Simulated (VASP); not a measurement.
TaN: single point with PBE

TaN:

```xyz
2
Lattice="2.9671 0.0000 0.0000 -1.4835 2.5696 0.0000 0.0000 0.0000 2.9115" Properties=species:S:1:pos:R:3 pbc="T T T"
Ta    0.0000    1.7131    1.4558
N     0.0000    0.0000    0.0000
```

This cell differs from its parent crystal: volume scaled by 1.03.

```yaml
Program: VASP 6.6.1
Task: single point
Functional: PBE
Potentials_or_basis: VASP PAW PBE potentials, release 64 (Ta_pv, N)
Cutoff: 520 eV
k_mesh: 12 × 12 × 10
Occupations: fermi-dirac, width 0.02 eV
Spin: no spin polarisation
```

```yaml
Pressure: -4.7 GPa
Band_gap_on_the_k_mesh: zero (band 8 reaches 8.36 eV, above the bottom of band 9 at 7.87 eV)
```

Stress tensor (GPa, compression positive):
```
-4.69  0.00  0.00
 0.00 -4.69  0.00
 0.00  0.00 -4.60
```

Levels at points of the mesh, in eV from the Fermi level:
```tsv
k point	band 4	band 5	band 6	band 7	band 8	band 9	band 10	band 11	band 12	band 13
(0.00, 0.00, 0.00)	-17.66	-4.54	-4.54	-4.18	-2.99	1.89	3.35	3.35	3.73	3.73
(0.50, 0.00, 0.00)	-15.48	-8.22	-5.15	-3.46	-3.23	2.80	3.74	4.95	4.98	7.05
(0.00, 0.00, 0.50)	-15.18	-9.27	-3.75	-3.75	-0.18	-0.18	2.21	3.14	3.14	7.84
(0.50, 0.00, 0.50)	-15.72	-7.26	-6.17	-5.62	-0.52	3.85	5.02	5.68	6.70	9.68
```

It took 19 s on 1 thread of Intel(R) Xeon(R) Platinum 8259CL CPU @ 2.50GHz (Skylake/Cascade Lake) (shared host), peak memory 0.17 GiB.

Caveat: spin-orbit coupling is left out, which moves the levels of the heavy elements.
